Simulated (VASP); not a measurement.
Set up this calculation in VASP 6.6.1, as the native input.

| Quantity | Value |
| --- | --- |
| Task | single point |
| Functional | PBE |
| Potentials or basis | VASP PAW PBE potentials, release 64 (Ba_sv, Ti_sv, O) |
| Cutoff | 520 eV |
| k mesh | 8 × 8 × 8 |
| Occupations | gaussian, width 0.05 eV |
| Spin | no spin polarisation |
| Hubbard terms | Ti d U = 4.0 eV |
| Dipole correction | no |
| Further INCAR settings | ALGO = Normal; EDIFF = 1e-06; NBANDS = 28 |

The structure of BaTiO3 lies in POSCAR:

```
BaTiO3
1.0
    4.0961333662      0.0000000000      0.0000000000
    0.0000000000      4.0961333662      0.0000000000
    0.0000000000      0.0000000000      4.0961333662
Ba Ti O
1 1 3
Direct
    0.5002289314      0.5000000000      0.5000000000
    0.0084728830      0.0000000000      0.0000000000
    0.4862243621      0.0000000000      0.0000000000
   -0.0067695954      0.5000000000      0.0000000000
   -0.0067695954      0.0000000000      0.5000000000
```

One way to write it, as run:

INCAR

```
SYSTEM = BaTiO3
PREC = Accurate
ENCUT = 520
EDIFF = 1E-6
ISMEAR = 0
SIGMA = 0.05
LREAL = .FALSE.
LASPH = .TRUE.
NELM = 150
ALGO = Normal
ISIF = 2
LWAVE = .FALSE.
LCHARG = .FALSE.
LMAXMIX = 4
LDAU = .TRUE.
LDAUTYPE = 2
LDAUL = -1 2 -1
LDAUU = 0 4 0
LDAUJ = 0 0 0
LDAUPRINT = 1
GGA = PE
NBANDS = 28
```

KPOINTS

```
Automatic mesh
0
G
  8 8 8
  0 0 0
```

Potentials or basis: VASP PAW PBE potentials, release 64 (Ba_sv, Ti_sv, O).

Launch:

```bash
$ cat potpaw_PBE.64/Ba_sv/POTCAR potpaw_PBE.64/Ti_sv/POTCAR potpaw_PBE.64/O/POTCAR > POTCAR
$ mpirun -np 1 vasp_std > vasp.out
```

Results of the run:

The pressure is -3.8 GPa, the largest force is 0.022 eV/Å and the band gap on the k mesh is 2.07 eV, indirect (least direct gap 2.37 eV).

Caveat: spin-orbit coupling is left out, which moves the levels of the heavy elements.

It took 97 s on 1 thread of Intel Xeon 6975P-C, with other jobs on the host, peak memory 0.27 GiB.
